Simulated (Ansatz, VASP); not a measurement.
**Al2O5: VASP beside Ansatz**

```
CELL_PARAMETERS angstrom
3.75651 0.00000 0.00000
0.00000 11.43476 0.00000
0.00000 0.00000 3.72444
ATOMIC_POSITIONS crystal
Al 0.50000 0.35259 0.82478
Al 0.50000 0.64741 0.82478
Al 0.00000 0.85259 0.17522
Al 0.00000 0.14741 0.17522
O 0.50000 0.32100 0.32199
O 0.50000 0.67900 0.32199
O 0.50000 0.50000 0.78555
O 0.00000 0.30184 0.83205
O 0.00000 0.69816 0.83205
O 0.00000 0.82100 0.67801
O 0.00000 0.17900 0.67801
O 0.00000 0.00000 0.21445
O 0.50000 0.80184 0.16795
O 0.50000 0.19816 0.16795
```

Alike in both runs: functional PBE; k mesh 6 × 2 × 6; occupations gaussian, width 0.02 eV; no spin polarisation.

Ansatz relaxed the structure, and its values are those at the end. VASP's run is a single point on that final structure, the one shown.

|  | VASP | Ansatz |
| --- | --- | --- |
| version | VASP 6.6.1 | Ansatz 0.2.0 |
| potentials or method | VASP PAW PBE potentials, release 64 (Al, O), cutoff 520 eV | scalar-relativistic, plane waves, PAW |
| valence electrons in the cell | 72 | 72 |

Ansatz gave:

```
gap on the k mesh at the Fermi level (eV) : 2.88
least direct gap on the mesh (eV)         : 2.88
pressure (GPa)                            : 0.0
rms of the force components (eV/Å)        : 0.001
```

**Question.** Estimate VASP's values.

**Answer.** gap on the k mesh at the Fermi level (eV): 2.84; least direct gap on the mesh (eV): 2.84; pressure (GPa): 0.1; rms of the force components (eV/Å): 0.067.

With one functional, cell and mesh, what is left measures potentials, basis and numerics.
